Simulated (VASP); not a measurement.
**InAs: single point with PBEsol**

InAs:

```
In As
1.0
     0.00000    3.04389    3.04389
     3.04389    0.00000    3.04389
     3.04389    3.04389    0.00000
In As
1 1
Direct
  0.00000 0.00000 0.00000
  0.25000 0.25000 0.25000
```

- Program: VASP 6.6.1
- Task: single point
- Functional: PBEsol
- Potentials or basis: VASP PAW PBE potentials, release 64 (In_d, As)
- Cutoff: 520 eV
- k mesh: 12 × 12 × 12
- Occupations: gaussian, width 0.1 eV
- Spin: no spin polarisation
- Dipole correction: no
- k mesh for the DOS: 18 × 18 × 18
- Occupations for the DOS: tetrahedron
- Further INCAR settings: ALGO = Normal; EDIFF = 1e-07; NBANDS = 16

- Valence electrons inside the program's atomic spheres: In 11.45; As 2.79

Levels at points of the mesh, in eV from the Fermi level:
| k point | band 7 | band 8 | band 9 | band 10 | band 11 | band 12 |
| --- | --- | --- | --- | --- | --- | --- |
| (0.00, 0.00, 0.00) | -0.39 | 0.00 | 0.00 | 0.00 | 3.85 | 3.85 |
| (0.50, 0.00, 0.00) | -5.71 | -0.97 | -0.97 | 0.83 | 4.61 | 4.61 |
| (0.50, 0.50, 0.00) | -5.80 | -2.28 | -2.28 | 1.47 | 1.98 | 8.95 |

Run time: 110 s on 1 thread of Intel Xeon 6455B, with other jobs on the host, peak memory 0.31 GiB.

Caveat: spin-orbit coupling is left out, which moves the levels of the heavy elements.
